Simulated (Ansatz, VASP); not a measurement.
# One calculation of Ir, two programs

```xyz
6
Lattice="6.4943 0.0000 0.0000 -3.2472 5.6243 0.0000 0.0000 0.0000 2.6960" Properties=species:S:1:pos:R:3 pbc="T T T"
Ir   -1.4083    4.1467    2.3410
Ir    0.3602    2.3313    1.4423
Ir    2.1991    0.8537    0.5436
Ir    1.0481    4.7706    0.5436
Ir    2.8869    3.2930    1.4423
Ir    4.6555    1.4776    2.3410
```

Alike in both runs: functional PBE; k mesh 9 × 9 × 14; occupations gaussian, width 0.1 eV; no spin polarisation.

Ansatz relaxed the structure, and its values are those at the end. VASP's run is a single point on that final structure, the one shown.

```csv
,VASP,Ansatz
version,VASP 6.6.1,Ansatz 0.2.0
potentials or method,"VASP PAW PBE potentials, release 64 (Ir), cutoff 520 eV","scalar-relativistic, plane waves, PAW"
valence electrons in the cell,54,102
```

```csv
,VASP,Ansatz,Ansatz less VASP
gap on the k mesh at the Fermi level (eV),none,none,-
pressure (GPa),0.4,0.0,-0.34
```

A gap of «none» marks a metal or a gap that the smearing closes. VASP's potentials hold 54 valence electrons a cell and Ansatz's 102, so a difference there can come from the potentials and not from the codes.

Neither program's run includes spin-orbit coupling.
